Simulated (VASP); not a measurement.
Input of a VASP 6.6.1 run:

File INCAR:

```
PREC = Accurate
ENCUT = 520
EDIFF = 1E-6
ISMEAR = 0
SIGMA = 0.1
LREAL = F
LASPH = T
NELM = 100
ALGO = Normal
ISIF = 2
LWAVE = F
LCHARG = F
GGA = PE
NBANDS = 22
```

File KPOINTS:

```
regular mesh
0
Gamma
  6 6 4
```

File POSCAR:

```
BaTaH5
1.0
    3.3609449115      0.0000000000      0.0000000000
    0.0000000000      3.3609449115      0.0000000000
    0.0000000000      0.0000000000      6.9582888155
Ba Ta H
1 1 5
Direct
    0.0000000000      0.0000000000      0.0000000000
    0.0000000000      0.0000000000      0.5000000000
    0.5000000000      0.5000000000      0.0000000000
    0.5000000000      0.0000000000      0.6592008208
    0.0000000000      0.5000000000      0.6592008208
    0.5000000000      0.0000000000      0.3407991792
    0.0000000000      0.5000000000      0.3407991792
```

Potentials or basis: VASP PAW PBE potentials, release 64 (Ba_sv, Ta_pv, H).

Run with:

```sh
$ cat potpaw_PBE.64/Ba_sv/POTCAR potpaw_PBE.64/Ta_pv/POTCAR potpaw_PBE.64/H/POTCAR > POTCAR
$ mpirun -np 1 vasp_std > vasp.out
```

Predict the pressure.

1.1 GPa.

Predict the band gap on the k mesh.

zero (bands 13 and 14 overlap by 1.13 eV).

What does it give for the largest force?

0.015 eV/Å.

Stress tensor (GPa, compression positive):
```
1.47 0.00 0.00
0.00 1.47 0.00
0.00 0.00 0.42
```

Caveat: spin-orbit coupling is left out, which moves the levels of the heavy elements.
